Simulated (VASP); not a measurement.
# W in VASP: a series of runs

The runs below take W through single point, with PBE.

Program: VASP 6.6.1. These are calculated values, not measurements. Logs are shortened: lines on timing, memory, paths and dates and some standing lists are left out, and cuts for length are marked.

## (1) The cell of the first run

The cell holds a slab with vacuum, 2 atoms: a = 2.871 Å, b = 2.871 Å, c = 14.344 Å, α = 90.00°, β = 90.00°, γ = 60.00°.

## (2) Single point, PBE

Contents of INCAR:

```
ALGO = Normal
DIPOL = 0.5 0.5 0.500
EDIFF = 1E-6
ENCUT = 520
GGA = PE
IDIPOL = 3
ISIF = 2
ISMEAR = 1
LASPH = T
LCHARG = F
LDIPOL = T
LREAL = F
LWAVE = F
NBANDS = 21
NELM = 80
PREC = Accurate
SIGMA = 0.1
```

Contents of KPOINTS:

```
k-points
0
Gamma
  7 7 1
```

Contents of POSCAR:

```
W
1.0
    2.8708535316      0.0000000000      0.0000000000
    1.4354267658      2.4862320889      0.0000000000
    0.0000000000      0.0000000000     14.3440420929
W
2
Direct
    0.0000000000      0.0000000000      0.4182921356
    0.3333333333      0.3333333333      0.5817078644
```

Potentials or basis: VASP PAW PBE potentials, release 64 (W_sv).

Command:

```sh
$ cat potpaw_PBE.64/W_sv/POTCAR > POTCAR
$ mpirun -np 1 vasp_std > vasp.out
```

OUTCAR:

```text
EDIFF = 1E-6
   ENCUT = 520
   GGA = PE
   ISIF = 2
   ISMEAR = 1
   LASPH = T
   LREAL = F
   NELM = 80
   PREC = Accurate

 ion  position               nearest neighbor table
   1  0.000  0.000  0.418-   2 2.87   2 2.87   2 2.87
   2  0.333  0.333  0.582-   1 2.87   1 2.87   1 2.87

  LATTYP: Found a hexagonal cell.
 ALAT       =     2.8708535316
 C/A-ratio  =     4.9964381446

  Lattice vectors:

 A1 = (  -1.4354267658,  -2.4862320889,   0.0000000000)
 A2 = (   2.8708535316,   0.0000000000,   0.0000000000)
 A3 = (   0.0000000000,   0.0000000000,  14.3440420929)

Analysis of symmetry for initial positions (statically):
=====================================================================
 Subroutine PRICEL returns:
 Original cell was already a primitive cell.

 Routine SETGRP: Setting up the symmetry group for a
 hexagonal supercell.

 Subroutine GETGRP returns: Found 12 space group operations
 (whereof  6 operations were pure point group operations)
 out of a pool of 24 trial point group operations.

The static configuration has the point symmetry C_3v.
 The point group associated with its full space group is D_3d.

Analysis of symmetry for dynamics (positions and initial velocities):
=====================================================================
 Subroutine PRICEL returns:
 Original cell was already a primitive cell.

 Routine SETGRP: Setting up the symmetry group for a
 hexagonal supercell.

 Subroutine GETGRP returns: Found 12 space group operations
 (whereof  6 operations were pure point group operations)
 out of a pool of 24 trial point group operations.

The dynamic configuration has the point symmetry C_3v.
 The point group associated with its full space group is D_3d.

 Subroutine INISYM returns: Found 12 space group operations
 (whereof  6 operations are pure point group operations),
 and found     1 'primitive' translations

----------------------------------------------------------------------------------------

                                     Primitive cell

  volume of cell :     102.3822

  direct lattice vectors                    reciprocal lattice vectors
     2.870853532  0.000000000  0.000000000     0.348328464 -0.201107532  0.000000000
     1.435426766  2.486232089  0.000000000     0.000000000  0.402215065  0.000000000
[... 68 lines left out ...]
   EDIFF  = 0.1E-05   stopping-criterion for ELM
   LREAL  =      F    real-space projection
   EDIFFG = 0.1E-04   stopping-criterion for IOM
   NSW    =      0    number of steps for IOM
   IBRION =     -1    ionic relax: 0-MD 1-quasi-New 2-CG
   NFREE  =      0    steps in history (QN), initial steepest desc. (CG)
   ISIF   =      2    stress and relaxation
   ISYM   =      2    0-nonsym 1-usesym 2-fastsym
   POTIM  = 0.5000    time-step for ionic-motion
   TEBEG  =    0.0;   TEEND  =   0.0 temperature during run
   PSTRESS=    0.0 pullay stress
   NELECT =      28.0000    total number of electrons
   NUPDOWN=      -1.0000    fix difference up-down
   EMIN   =  10.00;   EMAX   =-10.00  energy-range for DOS
   EFERMI =   0.00;   METHOD = LEGACY
   ISMEAR =     1;   SIGMA  =   0.10  broadening in eV -4-tet -1-fermi 0-gaus
   EFERMI_NEDOS =   21; number of points for ismear=-14 and -15
   IALGO  =     38    algorithm
   IMIX   =      4    mixing-type and parameters
     AMIX     =   0.40;   BMIX     =  1.00
     AMIX_MAG =   1.60;   BMIX_MAG =  1.00
  volume/ion in A,a.u.               =      51.19       345.45
  Fermi-wavevector in a.u.,A,eV,Ry     =   1.062640  2.008098 15.363745  1.129203
  Thomas-Fermi vector in A             =   2.198097
   LORBIT       =      0    0 simple, 1 ext, 2 COOP (PROOUT), +10 PAW based schemes
   GGA     = PE    functional components
   LHFCALC =     F    Hartree Fock is set to
   AEXX    =    0.0000 exact exchange contribution
   IVDW    =     0    specifies the selected vdW correction
   LEPSILON=     F    determine dielectric tensor
   LRPA    =     F    only Hartree local field effects (RPA)
 non-spin polarized calculation
 Methfessel and Paxton  Order N= 1 SIGMA  =   0.10
  energy-cutoff  :      520.00
  volume of cell :      102.38
 maximum number of plane-waves:      2777
 NGX is ok and might be reduce to    24

 number of electron      28.0000000 magnetization

 dipolmoment           0.000000      0.000000      0.000000 electrons x Angstroem

 Free energy of the ion-electron system (eV)
  ---------------------------------------------------
  ext. energy  EPLUGINS =         0.00000000
  ---------------------------------------------------
  free energy    TOTEN  =       -22.50314210 eV

  energy without entropy =      -22.49607687  energy(sigma->0) =      -22.50078702

 E-fermi :   0.3016     XC(G=0):  -5.8099

 val. band max:        0.2691492011   @ k =   0.1429  -0.0000   0.0000
 cond. band min:       0.3084467180   @ k =   0.4286   0.0000   0.0000
 fundamental gap:      0.0392975169
 Fermi energy:         0.3016137624

 k-point     1 :       0.0000    0.0000    0.0000
  band No.  band energies     occupation
      1     -73.8111      2.00000
      2     -73.7628      2.00000
      3     -38.3958      2.00000
      4     -37.8670      2.00000
      5     -37.4920      2.00000
      6     -37.4920      2.00000
[... 181 lines left out ...]
     20       7.5808      0.00000
     21       7.9073      0.00000

------------------------ aborting loop because EDIFF is reached ----------------------------------------

 vacuum level on the upper side and lower side of the slab       (xc-potential included)        -0.424        -0.424

  FORCE on cell =-STRESS in cart. coord.  units (eV):
  Direction    XX          YY          ZZ          XY          YZ          ZX
  --------------------------------------------------------------------------------------
  -------------------------------------------------------------------------------------
  Total       -7.5776853     -7.5776853     -0.2612550      0.0000000      0.0000000      0.0000000
  in kB     -118.5831249   -118.5831249     -4.0883763      0.0000000      0.0000000      0.0000000
  external PRESSURE =     -80.4182087 kB  Pullay stress =       0.0000000 kB

 VOLUME and BASIS-vectors are now :
 -----------------------------------------------------------------------------
  energy-cutoff  :      520.00
  volume of cell :      102.38
      direct lattice vectors                 reciprocal lattice vectors
     2.870853532  0.000000000  0.000000000     0.348328464 -0.201107532  0.000000000
     1.435426766  2.486232089  0.000000000     0.000000000  0.402215065  0.000000000
     0.000000000  0.000000000 14.344042093     0.000000000  0.000000000  0.069715356

 POSITION                                       TOTAL-FORCE (eV/Angst)
 -----------------------------------------------------------------------------------
      0.00000      0.00000      6.00000         0.000000     -0.000000      0.102895
      1.43543      0.82874      8.34404        -0.000000      0.000000     -0.102895
 -----------------------------------------------------------------------------------
    total drift:                                0.000000      0.000000      0.000000

  FREE ENERGIE OF THE ION-ELECTRON SYSTEM (eV)
  ---------------------------------------------------
  free  energy   TOTEN  =       -22.5031420960 eV

  energy  without entropy=      -22.4960768735  energy(sigma->0) =      -22.50078702

 vacuum level on the upper side and lower side of the slab         4.845         4.845
```

It took 23 s on 1 thread of Intel Xeon Platinum 8259CL at 2.50GHz (Skylake/Cascade Lake), shared host; peak memory 0.23 GiB.

What came out:

* Free energy: -22.5031 eV
* Largest force: 0.103 eV/Å
* Band gap on the k mesh: zero (bands 14 and 15 overlap by 0.94 eV)

Forces on the atoms (eV/Å):
```
W    0.000  0.000  0.103
W    0.000  0.000 -0.103
```

Caveat: the k points lie up to 0.36 Å⁻¹ apart, too coarse for converged energies and pressures of a metal; spin-orbit coupling is left out, which moves the levels of the heavy elements.

## (3) Single point, PBE

This run uses another cell than the first one: it holds 3 atoms, not 2.

Contents of INCAR:

```
SYSTEM = W
ALGO     = Normal         ! electronic algorithm
DIPOL    = 0.5 0.5 0.500
EDIFF    = 1E-6           ! SCF threshold, eV
ENCUT    = 520            ! plane-wave cutoff, eV
GGA      = PE             ! functional
IDIPOL   = 3            
ISIF     = 2              ! what is computed and relaxed
ISMEAR   = 1              ! smearing method
LASPH    = .TRUE.         ! aspherical terms in the spheres
LCHARG   = .FALSE.        ! write CHGCAR
LDIPOL   = .TRUE.       
LREAL    = .FALSE.        ! projectors in reciprocal space
LWAVE    = .FALSE.        ! write WAVECAR
NBANDS   = 28             ! bands
NELM     = 60             ! most SCF steps
PREC     = Accurate       ! precision mode
SIGMA    = 0.1            ! smearing width, eV
```

Contents of KPOINTS:

```
k-points
0
G
  7 7 1
  0 0 0
```

Contents of POSCAR:

```
W
1.0
    2.8708535316      0.0000000000      0.0000000000
    1.4354267658      2.4862320889      0.0000000000
    0.0000000000      0.0000000000     16.6880841858
W
3
Direct
    0.0000000000      0.0000000000      0.3595379753
    0.3333333333      0.3333333333      0.5000000000
    0.6666666667      0.6666666667      0.6404620247
```

Potentials or basis: VASP PAW PBE potentials, release 64 (W_sv).

Command:

```sh
$ cat potpaw_PBE.64/W_sv/POTCAR > POTCAR
$ mpirun -np 1 vasp_std > vasp.out
```

OUTCAR:

```text
SYSTEM = W
   EDIFF = 1E-6
   ENCUT = 520
   GGA = PE
   ISIF = 2
   ISMEAR = 1
   LASPH = .TRUE.
   LREAL = .FALSE.
   NELM = 60
   PREC = Accurate

 ion  position               nearest neighbor table
   1  0.000  0.000  0.360-   2 2.87   2 2.87   2 2.87
   2  0.333  0.333  0.500-   3 2.87   1 2.87   3 2.87   1 2.87   1 2.87   3 2.87
   3  0.667  0.667  0.640-   2 2.87   2 2.87   2 2.87

  LATTYP: Found a hexagonal cell.
 ALAT       =     2.8708535316
 C/A-ratio  =     5.8129347256

  Lattice vectors:

 A1 = (  -1.4354267658,  -2.4862320889,   0.0000000000)
 A2 = (   2.8708535316,   0.0000000000,   0.0000000000)
 A3 = (   0.0000000000,   0.0000000000,  16.6880841858)

Analysis of symmetry for initial positions (statically):
=====================================================================
 Subroutine PRICEL returns:
 Original cell was already a primitive cell.

 Routine SETGRP: Setting up the symmetry group for a
 hexagonal supercell.

 Subroutine GETGRP returns: Found 12 space group operations
 (whereof  6 operations were pure point group operations)
[... 158 lines left out ...]
 val. band max:        1.6268361917   @ k =   0.2857   0.1429   0.0000
 cond. band min:       1.7068018844   @ k =   0.0000   0.0000   0.0000
 fundamental gap:      0.0799656927
 Fermi energy:         1.6922684515

 k-point     1 :       0.0000    0.0000    0.0000
  band No.  band energies     occupation
      1     -72.2100      2.00000
      2     -72.1326      2.00000
      3     -72.1175      2.00000
      4     -36.8206      2.00000
      5     -36.4658      2.00000
      6     -36.0689      2.00000
[... 237 lines left out ...]
     27       5.9679      0.00000
     28       8.5141      0.00000

------------------------ aborting loop because EDIFF is reached ----------------------------------------

 vacuum level on the upper side and lower side of the slab       (xc-potential included)        -0.364        -0.364

  FORCE on cell =-STRESS in cart. coord.  units (eV):
  Direction    XX          YY          ZZ          XY          YZ          ZX
  --------------------------------------------------------------------------------------
  -------------------------------------------------------------------------------------
  Total       -7.9838876     -7.9838876     -0.5000958      0.0000000      0.0000000      0.0000000
  in kB     -107.3904874   -107.3904874     -6.7267396      0.0000000      0.0000000      0.0000000
  external PRESSURE =     -73.8359048 kB  Pullay stress =       0.0000000 kB

 VOLUME and BASIS-vectors are now :
 -----------------------------------------------------------------------------
  energy-cutoff  :      520.00
  volume of cell :      119.11
      direct lattice vectors                 reciprocal lattice vectors
     2.870853532  0.000000000  0.000000000     0.348328464 -0.201107532  0.000000000
     1.435426766  2.486232089  0.000000000     0.000000000  0.402215065  0.000000000
     0.000000000  0.000000000 16.688084186     0.000000000  0.000000000  0.059922996

 POSITION                                       TOTAL-FORCE (eV/Angst)
 -----------------------------------------------------------------------------------
      0.00000      0.00000      6.00000         0.000000      0.000000      0.099582
      1.43543      0.82874      8.34404        -0.000000      0.000000     -0.000000
      2.87085      1.65749     10.68808        -0.000000     -0.000000     -0.099582
 -----------------------------------------------------------------------------------
    total drift:                               -0.000000     -0.000000     -0.000000

  FREE ENERGIE OF THE ION-ELECTRON SYSTEM (eV)
  ---------------------------------------------------
  free  energy   TOTEN  =       -34.9814445742 eV

  energy  without entropy=      -34.9783157483  energy(sigma->0) =      -34.98040163

 vacuum level on the upper side and lower side of the slab         6.173         6.173
```

stdout:

```text
POSCAR found type information on POSCAR W
 POSCAR found :  1 types and       3 ions
 scaLAPACK will be used
 LDA part: xc-table for (Slater+PW92), standard interpolation
 POSCAR, INCAR and KPOINTS ok, starting setup
 FFT: planning ... GRIDC
 FFT: planning ... GRID_SOFT
 FFT: planning ... GRID
 WAVECAR not read
 entering main loop
```

Wall time 49 s (1 thread of Intel Xeon Platinum 8259CL at 2.50GHz (Skylake/Cascade Lake), shared host); peak memory 0.24 GiB.

Results:

- Free energy: -34.9814 eV
- Largest force: 0.100 eV/Å
- Band gap on the k mesh: zero (bands 21 and 22 overlap by 1.02 eV)

Forces on the atoms (eV/Å):
```
W    0.000  0.000  0.100
W    0.000  0.000  0.000
W    0.000  0.000 -0.100
```

Levels at points of the mesh, in eV from the Fermi level:
```tsv
k point	band 19	band 20	band 21	band 22	band 23	band 24
(0.00, 0.00, 0.00)	-0.62	-0.51	-0.25	-0.25	0.01	0.01
```

Caveat: the k points lie up to 0.36 Å⁻¹ apart, too coarse for converged energies and pressures of a metal; spin-orbit coupling is left out, which moves the levels of the heavy elements.

## (4) Single point, PBE

This run uses another cell than the first one: it holds 4 atoms, not 2.

Contents of INCAR:

```
ALGO = Normal
DIPOL = 0.5 0.5 0.500
EDIFF = 1E-6
ENCUT = 520
GGA = PE
IDIPOL = 3
ISIF = 2
ISMEAR = 1
LASPH = True
LCHARG = False
LDIPOL = True
LREAL = False
LWAVE = False
NBANDS = 36
NELM = 60
PREC = Accurate
SIGMA = 0.1
```

Contents of KPOINTS:

```
k-points
0
Gamma
  7 7 1
```

Contents of POSCAR:

```
W
1.0
    2.8708535316      0.0000000000      0.0000000000
    1.4354267658      2.4862320889      0.0000000000
    0.0000000000      0.0000000000     19.0321262787
W
4
Direct
    0.0000000000      0.0000000000      0.3152564202
    0.3333333333      0.3333333333      0.4384188067
    0.6666666667      0.6666666667      0.5615811933
    0.0000000000      0.0000000000      0.6847435798
```

Command:

```sh
$ cat potpaw_PBE.64/W_sv/POTCAR > POTCAR
$ mpirun -np 1 vasp_std > vasp.out
```

It took 67 s on 1 thread of Intel Xeon Platinum 8259CL at 2.50GHz (Skylake/Cascade Lake), shared host; peak memory 0.27 GiB.

Results (log left out):

| Quantity | Value |
| --- | --- |
| Free energy | -47.5041 eV |
| Largest force | 0.194 eV/Å |
| Band gap on the k mesh | zero (bands 28 and 29 overlap by 1.30 eV) |

Forces in eV/Å, atoms in the order of the input:
```
W    0.000  0.000  0.194
W    0.000  0.000 -0.098
W    0.000  0.000  0.098
W    0.000  0.000 -0.194
```

Levels at points of the mesh, in eV from the Fermi level:
```csv
k point,band 24,band 25,band 26,band 27,band 28,band 29,band 30,band 31
"(0.00, 0.00, 0.00)",-0.62,-0.62,-0.38,-0.38,-0.11,-0.07,-0.07,0.09
```

Caveat: the k points lie up to 0.36 Å⁻¹ apart, too coarse for converged energies and pressures of a metal; spin-orbit coupling is left out, which moves the levels of the heavy elements.

## (5) Single point, PBE

This run uses another cell than the first one: it holds 5 atoms, not 2.

Contents of INCAR:

```
ALGO     = Normal         # electronic algorithm
DIPOL    = 0.5 0.5 0.500
EDIFF    = 1E-6           # SCF threshold, eV
ENCUT    = 520            # plane-wave cutoff, eV
GGA      = PE             # functional
IDIPOL   = 3            
ISIF     = 2              # what is computed and relaxed
ISMEAR   = 1              # smearing method
LASPH    = True           # aspherical terms in the spheres
LCHARG   = False          # write CHGCAR
LDIPOL   = True         
LREAL    = False          # projectors in reciprocal space
LWAVE    = False          # write WAVECAR
NBANDS   = 43             # bands
NELM     = 100            # most SCF steps
PREC     = Accurate       # precision mode
SIGMA    = 0.1            # smearing width, eV
```

KPOINTS is that of step 4.

Contents of POSCAR:

```
W
1.0
    2.8708535316      0.0000000000      0.0000000000
    1.4354267658      2.4862320889      0.0000000000
    0.0000000000      0.0000000000     21.3761683716
W
5
Direct
    0.0000000000      0.0000000000      0.2806864119
    0.3333333333      0.3333333333      0.3903432059
    0.6666666667      0.6666666667      0.5000000000
    0.0000000000      0.0000000000      0.6096567941
    0.3333333333      0.3333333333      0.7193135881
```

Command:

```sh
$ cat potpaw_PBE.64/W_sv/POTCAR > POTCAR
$ mpirun -np 1 vasp_std > vasp.out
```

Wall time 1.7 min (1 thread of Intel Xeon Platinum 8259CL at 2.50GHz (Skylake/Cascade Lake), shared host); peak memory 0.3 GiB.

The run converged. Its results:

```yaml
Free_energy: -59.9952 eV
Largest_force: 0.217 eV/Å
Band_gap_on_the_k_mesh: zero (bands 35 and 36 overlap by 0.93 eV)
```

Forces on the atoms (eV/Å):
```
W    0.000  0.000 -0.023
W    0.000  0.000  0.217
W    0.000  0.000  0.000
W    0.000  0.000 -0.217
W    0.000  0.000  0.023
```

Levels at points of the mesh, in eV from the Fermi level:
```tsv
k point	band 32	band 33	band 34	band 35	band 36	band 37	band 38	band 39
(0.00, 0.00, 0.00)	-0.36	-0.36	-0.35	-0.35	0.00	0.00	0.05	0.07
```

Caveat: the k points lie up to 0.36 Å⁻¹ apart, too coarse for converged energies and pressures of a metal; spin-orbit coupling is left out, which moves the levels of the heavy elements.

## (6) The runs side by side

| cell | gap on the mesh (eV) | largest force (eV/Å) |
| --- | --- | --- |
| a = 2.871, b = 2.871, c = 14.344 Å, angles 90.0, 90.0, 60.0°, 2 atoms, atomic positions A | none | 0.10 |
| a = 2.871, b = 2.871, c = 16.688 Å, angles 90.0, 90.0, 60.0°, 3 atoms, atomic positions B | none | 0.10 |
| a = 2.871, b = 2.871, c = 19.032 Å, angles 90.0, 90.0, 60.0°, 4 atoms, atomic positions C | none | 0.19 |
| a = 2.871, b = 2.871, c = 21.376 Å, angles 90.0, 90.0, 60.0°, 5 atoms, atomic positions D | none | 0.22 |

Alike in all rows: task single point; level PBE; potentials or basis VASP PAW PBE potentials, release 64 (W_sv); no spin polarisation; k mesh 7 × 7 × 1; cutoff (eV) 520; smearing methfessel-paxton 0.1 eV.

Caveats: all runs use coarse meshes; spin-orbit coupling is left out, which moves the levels of the heavy elements.

Total energies depend on the potentials used, so only differences within one code and one set of settings carry meaning.
